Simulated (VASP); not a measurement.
# Na in VASP: a series of runs

Runs on Na. Level: r2SCAN. Tasks: single point.

All numbers are computed with VASP 6.6.1; they aren't measurements. Logs are shortened: lines on timing, memory, paths and dates and some standing lists are left out, and cuts for length are marked.

## 1. The cell of the first run

It takes space group Im-3m (No. 229, cubic). Conventional cell: a = 4.108 Å, b = 4.108 Å, c = 4.108 Å, α = 90.00°, β = 90.00°, γ = 90.00°. Within 4.7 Å of Na (site symmetry m-3m) lie 14 Na at 3.56 to 4.11 Å.

## 2. Single point, r2SCAN (strain -0.030 along x and y, -0.030 along z)

File POSCAR:

```
Na
1.0
   -2.0539750000      2.0539750000      2.0539750000
    2.0539750000     -2.0539750000      2.0539750000
    2.0539750000      2.0539750000     -2.0539750000
Na
1
Direct
    0.0000000000      0.0000000000      0.0000000000
```

File INCAR.step1:

```
SYSTEM = Na
PREC     = Accurate       ! precision mode
ENCUT    = 520            ! plane-wave cutoff, eV
ISMEAR   = 0              ! smearing method
SIGMA    = 0.15           ! smearing width, eV
LREAL    = .FALSE.        ! projectors in reciprocal space
LASPH    = .TRUE.         ! aspherical terms in the spheres
NELM     = 100            ! most SCF steps
NBANDS   = 10             ! bands
GGA      = PE             ! functional
ALGO     = Normal         ! electronic algorithm
EDIFF    = 1E-4           ! SCF threshold, eV
LWAVE    = .TRUE.         ! write WAVECAR
LCHARG   = .FALSE.        ! write CHGCAR
```

File INCAR.step2:

```
SYSTEM = Na
PREC     = Accurate       ! precision mode
ENCUT    = 520            ! plane-wave cutoff, eV
EDIFF    = 1E-7           ! SCF threshold, eV
ISMEAR   = 0              ! smearing method
SIGMA    = 0.15           ! smearing width, eV
LREAL    = .FALSE.        ! projectors in reciprocal space
LASPH    = .TRUE.         ! aspherical terms in the spheres
NELM     = 100            ! most SCF steps
ALGO     = Normal         ! electronic algorithm
ISIF     = 2              ! what is computed and relaxed
LWAVE    = .FALSE.        ! write WAVECAR
LCHARG   = .FALSE.        ! write CHGCAR
METAGGA  = R2SCAN         ! meta-GGA
LMIXTAU  = .TRUE.       
NBANDS   = 10             ! bands
ISTART   = 1
```

File KPOINTS:

```
Automatic mesh
0
G
  16 16 16
  0 0 0
```

Potentials or basis: VASP PAW PBE potentials, release 64 (Na_pv).

Launch:

```
$ cat potpaw_PBE.64/Na_pv/POTCAR > POTCAR
$ cp INCAR.step1 INCAR
$ mpirun -np 1 vasp_std > vasp.out
$ cp INCAR.step2 INCAR
$ mpirun -np 1 vasp_std > vasp.out
```

OUTCAR:

```text
SYSTEM = Na
   PREC = Accurate
   ENCUT = 520
   EDIFF = 1E-7
   ISMEAR = 0
   LREAL = .FALSE.
   LASPH = .TRUE.
   NELM = 100
   ISIF = 2
   METAGGA = R2SCAN
   ISTART = 1

 ion  position               nearest neighbor table
   1  0.000  0.000  0.000-

  LATTYP: Found a body centered cubic cell.
 ALAT       =     4.1079500000

  Lattice vectors:

 A1 = (  -2.0539750000,   2.0539750000,   2.0539750000)
 A2 = (   2.0539750000,  -2.0539750000,   2.0539750000)
 A3 = (   2.0539750000,   2.0539750000,  -2.0539750000)

Analysis of symmetry for initial positions (statically):
=====================================================================
 Subroutine PRICEL returns:
 Original cell was already a primitive cell.

 Routine SETGRP: Setting up the symmetry group for a
 body centered cubic supercell.

 Subroutine GETGRP returns: Found 48 space group operations
 (whereof 48 operations were pure point group operations)
 out of a pool of 48 trial point group operations.

The static configuration has the point symmetry O_h .

Analysis of symmetry for dynamics (positions and initial velocities):
=====================================================================
 Subroutine PRICEL returns:
 Original cell was already a primitive cell.

 Routine SETGRP: Setting up the symmetry group for a
 body centered cubic supercell.

 Subroutine GETGRP returns: Found 48 space group operations
 (whereof 48 operations were pure point group operations)
 out of a pool of 48 trial point group operations.

The dynamic configuration has the point symmetry O_h .

 Subroutine INISYM returns: Found 48 space group operations
 (whereof 48 operations are pure point group operations),
 and found     1 'primitive' translations

----------------------------------------------------------------------------------------

                                     Primitive cell

  volume of cell :      34.6613

  direct lattice vectors                    reciprocal lattice vectors
    -2.053975000  2.053975000  2.053975000     0.000000000  0.243430421  0.243430421
     2.053975000 -2.053975000  2.053975000     0.243430421  0.000000000  0.243430421
     2.053975000  2.053975000 -2.053975000     0.243430421  0.243430421  0.000000000

  length of vectors
     3.557589057  3.557589057  3.557589057     0.344262604  0.344262604  0.344262604

  position of ions in fractional coordinates (direct lattice)
     0.000000000  0.000000000  0.000000000

  ion indices of the primitive-cell ions
   primitive index   ion index
[... 78 lines left out ...]
   NFREE  =      0    steps in history (QN), initial steepest desc. (CG)
   ISIF   =      2    stress and relaxation
   ISYM   =      2    0-nonsym 1-usesym 2-fastsym
   POTIM  = 0.5000    time-step for ionic-motion
   TEBEG  =    0.0;   TEEND  =   0.0 temperature during run
   PSTRESS=    0.0 pullay stress
   NELECT =       7.0000    total number of electrons
   NUPDOWN=      -1.0000    fix difference up-down
   EMIN   =  10.00;   EMAX   =-10.00  energy-range for DOS
   EFERMI =   0.00;   METHOD = LEGACY
   ISMEAR =     0;   SIGMA  =   0.15  broadening in eV -4-tet -1-fermi 0-gaus
   EFERMI_NEDOS =   21; number of points for ismear=-14 and -15
   IALGO  =     38    algorithm
   IMIX   =      4    mixing-type and parameters
     AMIX     =   0.40;   BMIX     =  1.00
     AMIX_MAG =   1.60;   BMIX_MAG =  1.00
  volume/ion in A,a.u.               =      34.66       233.91
  Fermi-wavevector in a.u.,A,eV,Ry     =   0.960489  1.815061 12.551905  0.922539
  Thomas-Fermi vector in A             =   2.089778
   LORBIT       =      0    0 simple, 1 ext, 2 COOP (PROOUT), +10 PAW based schemes
   METAGGA = R2SCAN    functional components
   LHFCALC =     F    Hartree Fock is set to
   AEXX    =    0.0000 exact exchange contribution
   IVDW    =     0    specifies the selected vdW correction
   LEPSILON=     F    determine dielectric tensor
   LRPA    =     F    only Hartree local field effects (RPA)
 non-spin polarized calculation
 Gauss-broadening in eV      SIGMA  =   0.15
  energy-cutoff  :      520.00
  volume of cell :       34.66
 maximum number of plane-waves:       959
   NGX = 13   NGY = 13   NGZ = 13

 number of electron       6.9999990 magnetization

 Free energy of the ion-electron system (eV)
  ---------------------------------------------------
  ext. energy  EPLUGINS =         0.00000000
  ---------------------------------------------------
  free energy    TOTEN  =        -3.55021755 eV

  energy without entropy =       -3.54551715  energy(sigma->0) =       -3.54786735

 E-fermi :   0.5484     XC(G=0):  -7.1111

 val. band max:        0.5386720403   @ k =  -0.3750   0.4375   0.1250
 cond. band min:       0.5987299169   @ k =  -0.4375   0.4375   0.0625
 fundamental gap:      0.0600578766
 Fermi energy:         0.5483694635

 k-point     1 :       0.0000    0.0000    0.0000
  band No.  band energies     occupation
      1     -25.4095      2.00000
      2     -25.4095      2.00000
      3     -25.4092      2.00000
      4      -3.0875      2.00000
      5      13.4094      0.00000
      6      13.4101      0.00000
      7      13.4101      0.00000
      8      14.6669      0.00000
      9      14.6669      0.00000
     10      15.3039      0.00000
[... 287 lines left out ...]
 k-point    24 :       0.2500    0.1875    0.0000
  band No.  band energies     occupation
      1     -25.4449      2.00000
      2     -25.4240      2.00000
      3     -25.4132      2.00000
      4      -0.3208      2.00000
      5       5.2550      0.00000
      6       6.7803      0.00000
      7      10.3806      0.00000
      8      13.1555      0.00000
      9      14.8348      0.00000
     10      16.8739      0.00000

 [... further k-points ...]

------------------------ aborting loop because EDIFF is reached ----------------------------------------

  FORCE on cell =-STRESS in cart. coord.  units (eV):
  Direction    XX          YY          ZZ          XY          YZ          ZX
  --------------------------------------------------------------------------------------
  -------------------------------------------------------------------------------------
  Total        0.1374097      0.1374097      0.1374097      0.0000000      0.0000000      0.0000000
  in kB        6.3515908      6.3515908      6.3515908      0.0000000      0.0000000      0.0000000
  external PRESSURE =       6.3515908 kB  Pullay stress =       0.0000000 kB

 VOLUME and BASIS-vectors are now :
 -----------------------------------------------------------------------------
  energy-cutoff  :      520.00
  volume of cell :       34.66
      direct lattice vectors                 reciprocal lattice vectors
    -2.053975000  2.053975000  2.053975000     0.000000000  0.243430421  0.243430421
     2.053975000 -2.053975000  2.053975000     0.243430421  0.000000000  0.243430421
     2.053975000  2.053975000 -2.053975000     0.243430421  0.243430421  0.000000000

 POSITION                                       TOTAL-FORCE (eV/Angst)
 -----------------------------------------------------------------------------------
      0.00000      0.00000      0.00000        -0.000000      0.000000     -0.000000
 -----------------------------------------------------------------------------------
    total drift:                                0.000000      0.000000      0.000000

  FREE ENERGIE OF THE ION-ELECTRON SYSTEM (eV)
  ---------------------------------------------------
  free  energy   TOTEN  =        -3.5502175486 eV

  energy  without entropy=       -3.5455171475  energy(sigma->0) =       -3.54786735
```

OSZICAR.step1:

```text
N       E                     dE             d eps       ncg     rms          rms(c)
DAV:   1     0.285153283774E+02    0.28515E+02   -0.37981E+03  2918   0.593E+02
DAV:   2    -0.667196717197E+00   -0.29183E+02   -0.29058E+02  2990   0.152E+02
DAV:   3    -0.130636087677E+01   -0.63916E+00   -0.63866E+00  3554   0.239E+01
DAV:   4    -0.131105799317E+01   -0.46971E-02   -0.46967E-02  3446   0.201E+00
DAV:   5    -0.131112028258E+01   -0.62289E-04   -0.62289E-04  3368   0.228E-01    0.211E-01
DAV:   6    -0.131056873126E+01    0.55155E-03   -0.49321E-04  3410   0.265E-01    0.140E-01
DAV:   7    -0.131018603849E+01    0.38269E-03   -0.98780E-04  3258   0.316E-01    0.164E-02
DAV:   8    -0.131017988305E+01    0.61554E-05   -0.41479E-05  1798   0.110E-01
   1 F= -.13101799E+01 E0= -.13077235E+01  d E =-.491279E-02
```

Wall time 2.5 min (1 thread of Oxide Virtual Turin-like, shared host); peak memory 0.15 GiB.

What came out:

- Free energy: -3.5502 eV
- Pressure: 0.6 GPa

Levels at points of the mesh, in eV from the Fermi level:
```csv
k point,band 1,band 2,band 3,band 4,band 5,band 6,band 7
"(0.00, 0.00, 0.00)",-25.96,-25.96,-25.96,-3.64,12.86,12.86,12.86
"(0.50, 0.00, 0.00)",-26.00,-25.97,-25.96,0.74,1.50,8.94,10.43
"(0.50, 0.50, 0.50)",-25.99,-25.99,-25.99,4.80,4.80,5.55,5.55
```

Caveat: the cell differs from its parent crystal (strain -0.030 along x and y, -0.030 along z); the PAW data sets were made with another functional, which shifts forces and pressure a little.

## 3. Single point, r2SCAN (strain +0.030 along x and y, +0.030 along z)

File POSCAR:

```
Na
1.0
   -2.1810250000      2.1810250000      2.1810250000
    2.1810250000     -2.1810250000      2.1810250000
    2.1810250000      2.1810250000     -2.1810250000
Na
1
Direct
    0.0000000000      0.0000000000      0.0000000000
```

File INCAR.step1:

```
SYSTEM = Na
ALGO = Normal
EDIFF = 1E-4
ENCUT = 520
GGA = PE
ISMEAR = 0
LASPH = .True.
LCHARG = .False.
LREAL = .False.
LWAVE = .True.
NBANDS = 10
NELM = 80
PREC = Accurate
SIGMA = 0.15
```

File INCAR.step2:

```
SYSTEM = Na
ALGO = Normal
EDIFF = 1E-7
ENCUT = 520
ISIF = 2
ISMEAR = 0
ISTART = 1
LASPH = .True.
LCHARG = .True.
LELF = .True.
LMIXTAU = .True.
LREAL = .False.
LVHAR = .True.
LWAVE = .False.
METAGGA = R2SCAN
NBANDS = 10
NELM = 80
PREC = Accurate
SIGMA = 0.15
```

File KPOINTS:

```
k-points
0
Gamma
  16 16 16
  0 0 0
```

Potentials or basis: VASP PAW PBE potentials, release 64 (Na_pv).

Launch:

```
$ cat potpaw_PBE.64/Na_pv/POTCAR > POTCAR
$ cp INCAR.step1 INCAR
$ mpirun -np 1 vasp_std > vasp.out
$ cp INCAR.step2 INCAR
$ mpirun -np 1 vasp_std > vasp.out
```

It took 2.7 min on 1 thread of Oxide Virtual Turin-like, shared host; peak memory 0.16 GiB.

Results (log left out):

```yaml
Free_energy: -3.5472 eV
Pressure: -0.7 GPa
```

Levels at points of the mesh, in eV from the Fermi level:
```csv
k point,band 1,band 2,band 3,band 4,band 5,band 6
"(0.00, 0.00, 0.00)",-26.12,-26.12,-26.12,-3.26,11.70,11.70
"(0.50, 0.00, 0.00)",-26.14,-26.13,-26.12,0.70,1.31,8.21
"(0.50, 0.50, 0.50)",-26.14,-26.14,-26.14,4.52,4.52,4.91
```

Caveat: the cell differs from its parent crystal (strain +0.030 along x and y, +0.030 along z); the PAW data sets were made with another functional, which shifts forces and pressure a little.

## 4. Single point, r2SCAN (strain -0.030 along x and y, -0.015 along z)

File POSCAR:

```
Na
1.0
   -2.0539750000      2.0539750000      2.0857375000
    2.0539750000     -2.0539750000      2.0857375000
    2.0539750000      2.0539750000     -2.0857375000
Na
1
Direct
    0.0000000000      0.0000000000      0.0000000000
```

File INCAR.step1:

```
SYSTEM = Na
PREC = Accurate
ENCUT = 520
ISMEAR = 0
SIGMA = 0.15
LREAL = .False.
LASPH = .True.
NELM = 100
NBANDS = 10
GGA = PE
ALGO = Normal
EDIFF = 1E-4
LWAVE = .True.
LCHARG = .False.
```

File INCAR.step2:

```
SYSTEM = Na
PREC = Accurate
ENCUT = 520
EDIFF = 1E-6
ISMEAR = 0
SIGMA = 0.15
LREAL = .False.
LASPH = .True.
NELM = 100
ALGO = Normal
ISIF = 2
LWAVE = .False.
LCHARG = .True.
METAGGA = R2SCAN
LMIXTAU = .True.
LELF = .True.
LVHAR = .True.
NBANDS = 10
ISTART = 1
```

File KPOINTS:

```
Automatic mesh
0
Gamma
  16 16 16
  0 0 0
```

Launch:

```
$ cat potpaw_PBE.64/Na_pv/POTCAR > POTCAR
$ cp INCAR.step1 INCAR
$ mpirun -np 1 vasp_std > vasp.out
$ cp INCAR.step2 INCAR
$ mpirun -np 1 vasp_std > vasp.out
```

Wall time 6.1 min (1 thread of Oxide Virtual Turin-like, shared host); peak memory 0.2 GiB.

The run converged. Its results:

```
Free energy : -3.5522 eV
Pressure    : 0.6 GPa
```

Stress tensor (GPa, compression positive):
```
0.53 0.00 0.00
0.00 0.53 0.00
0.00 0.00 0.63
```

Levels at points of the mesh, in eV from the Fermi level:
```
           k point  band 1  band 2  band 3  band 4  band 5  band 6  band 7  band 8
(0.00, 0.00, 0.00)  -25.97  -25.97  -25.97   -3.60   12.68   12.68   12.93   13.88
(0.50, 0.00, 0.00)  -26.01  -25.98  -25.97    0.72    1.46    8.95   10.41   10.49
(0.50, 0.50, 0.00)  -26.01  -25.98  -25.97    0.78    1.53    8.73   10.20   10.26
(0.50, 0.50, 0.50)  -26.00  -26.00  -26.00    4.70    4.85    5.29    5.59    5.59
```

Caveat: the cell differs from its parent crystal (strain -0.030 along x and y, -0.015 along z); the PAW data sets were made with another functional, which shifts forces and pressure a little.

## 5. Single point, r2SCAN (strain -0.030 along x and y, +0.000 along z)

File POSCAR:

```
Na
1.0
   -2.0539750000      2.0539750000      2.1175000000
    2.0539750000     -2.0539750000      2.1175000000
    2.0539750000      2.0539750000     -2.1175000000
Na
1
Direct
    0.0000000000      0.0000000000      0.0000000000
```

File INCAR.step1:

```
PREC     = Accurate       # precision mode
ENCUT    = 520            # plane-wave cutoff, eV
ISMEAR   = 0              # smearing method
SIGMA    = 0.15           # smearing width, eV
LREAL    = False          # projectors in reciprocal space
LASPH    = True           # aspherical terms in the spheres
NELM     = 100            # most SCF steps
NBANDS   = 10             # bands
GGA      = PE             # functional
ALGO     = Normal         # electronic algorithm
EDIFF    = 1E-4           # SCF threshold, eV
LWAVE    = True           # write WAVECAR
LCHARG   = False          # write CHGCAR
```

File INCAR.step2:

```
PREC     = Accurate       # precision mode
ENCUT    = 520            # plane-wave cutoff, eV
EDIFF    = 1E-6           # SCF threshold, eV
ISMEAR   = 0              # smearing method
SIGMA    = 0.15           # smearing width, eV
LREAL    = False          # projectors in reciprocal space
LASPH    = True           # aspherical terms in the spheres
NELM     = 100            # most SCF steps
ALGO     = Normal         # electronic algorithm
ISIF     = 2              # what is computed and relaxed
LWAVE    = False          # write WAVECAR
LCHARG   = False          # write CHGCAR
METAGGA  = R2SCAN         # meta-GGA
LMIXTAU  = True         
NBANDS   = 10             # bands
ISTART   = 1
```

File KPOINTS:

```
regular mesh
0
Gamma
  16 16 16
```

Launch:

```
$ cat potpaw_PBE.64/Na_pv/POTCAR > POTCAR
$ cp INCAR.step1 INCAR
$ mpirun -np 1 vasp_std > vasp.out
$ cp INCAR.step2 INCAR
$ mpirun -np 1 vasp_std > vasp.out
```

It took 6 min on 1 thread of Oxide Virtual Turin-like, shared host; peak memory 0.2 GiB.

Results (log left out):

| Property | Result |
| --- | --- |
| Free energy | -3.5539 eV |
| Pressure | 0.4 GPa |

Levels at points of the mesh, in eV from the Fermi level:
```csv
k point,band 1,band 2,band 3,band 4,band 5,band 6
"(0.00, 0.00, 0.00)",-25.98,-25.98,-25.98,-3.57,12.50,12.50
"(0.50, 0.00, 0.00)",-26.02,-25.99,-25.98,0.69,1.43,8.96
"(0.50, 0.50, 0.00)",-26.02,-25.99,-25.98,0.82,1.57,8.54
"(0.50, 0.50, 0.50)",-26.01,-26.01,-26.01,4.60,4.90,5.05
```

Caveat: the cell differs from its parent crystal (strain -0.030 along x and y, +0.000 along z); the PAW data sets were made with another functional, which shifts forces and pressure a little.

## 6. Overview

| cell | gap on the mesh (eV) | pressure (GPa) |
| --- | --- | --- |
| a = 3.558 Å, angles 109.5°, 1 atom | none | 0.6 |
| a = 3.778 Å, angles 109.5°, 1 atom | none | -0.7 |
| a = 3.576 Å, angles 109.9, 109.9, 108.6°, 1 atom | none | 0.6 |
| a = 3.595 Å, angles 110.3, 110.3, 107.8°, 1 atom | none | 0.4 |

Alike in all rows: task single point; level r2SCAN; potentials or basis VASP PAW PBE potentials, release 64 (Na_pv); no spin polarisation; k mesh 16 × 16 × 16; cutoff (eV) 520; smearing gaussian 0.15 eV.

Caveats: the PAW data sets were made with another functional, which shifts forces and pressure a little.

Absolute energies hang on the potentials; compare differences alone.
